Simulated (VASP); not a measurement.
Set up this calculation in VASP 6.6.1, as the native input.

* Task: relaxation of cell and atoms
* Functional: PBEsol
* Potentials or basis: VASP PAW PBE potentials, release 64 (Cu)
* Cutoff: 600 eV
* k mesh: 15 × 15 × 15
* Occupations: fermi-dirac, width 0.05 eV
* Spin: no spin polarisation
* Target pressure: 10 GPa
* Dipole correction: no
* Further INCAR settings: ALGO = Normal; EDIFF = 1e-07; IBRION = 2; EDIFFG = -0.01; NSW = 80; ISIF = 3

The structure of Cu lies in POSCAR:

```
Cu
1.0
    0.0000000000      2.4850000000      2.4850000000
    2.4850000000      0.0000000000      2.4850000000
    2.4850000000      2.4850000000      0.0000000000
Cu
2
Direct
    1.0000000000      1.0000000000      1.0000000000
    0.2500000000      0.2500000000      0.2500000000
```

This isn't the form of Cu at room conditions, which is fcc.

One way to write it, as run:

INCAR

```
SYSTEM = Cu
PREC     = Accurate       ! precision mode
ENCUT    = 600            ! plane-wave cutoff, eV
EDIFF    = 1E-7           ! SCF threshold, eV
ISMEAR   = -1             ! smearing method
SIGMA    = 0.05           ! smearing width, eV
LREAL    = .FALSE.        ! projectors in reciprocal space
LASPH    = .TRUE.         ! aspherical terms in the spheres
NELM     = 120            ! most SCF steps
ALGO     = Normal         ! electronic algorithm
ISIF     = 3              ! what is computed and relaxed
LWAVE    = .FALSE.        ! write WAVECAR
LCHARG   = .FALSE.        ! write CHGCAR
GGA      = PS             ! functional
IBRION   = 2              ! ionic algorithm
NSW      = 80             ! ionic steps
EDIFFG   = -0.01          ! ionic threshold
PSTRESS  = 100.0        
GGA_COMPAT= .FALSE.      
NELMIN   = 4
```

KPOINTS

```
Automatic mesh
0
G
  15 15 15
  0 0 0
```

Potentials or basis: VASP PAW PBE potentials, release 64 (Cu).

Command:

```bash
$ cat potpaw_PBE.64/Cu/POTCAR > POTCAR
$ mpirun -np 1 vasp_std > vasp.out
```

It gave:

* Relaxed volume: 16.07 Å³/atom
* Relaxed cell: a = 3.569 Å, b = 3.569 Å, c = 3.569 Å, α = 60.00°, β = 60.00°, γ = 60.00°
* Space group after relaxing (to 0.1 Å): Fd-3m (No. 227)
* Energy change on relaxing (the run minimises the enthalpy): -57.6 meV/atom
* Ionic steps: 3
* Pressure after relaxing: 10.0 GPa
* Band gap on the k mesh: zero (bands 11 and 12 overlap by 0.84 eV)

Caveat: the cell is relaxed towards a set pressure, so the run minimises the enthalpy, not the energy; the PAW data sets were made with another functional, which shifts forces and pressure a little.

It took 2.7 min on 1 thread of Intel(R) Xeon(R) Platinum 8259CL CPU @ 2.50GHz (Skylake/Cascade Lake), on a shared host, peak memory 0.2 GiB.
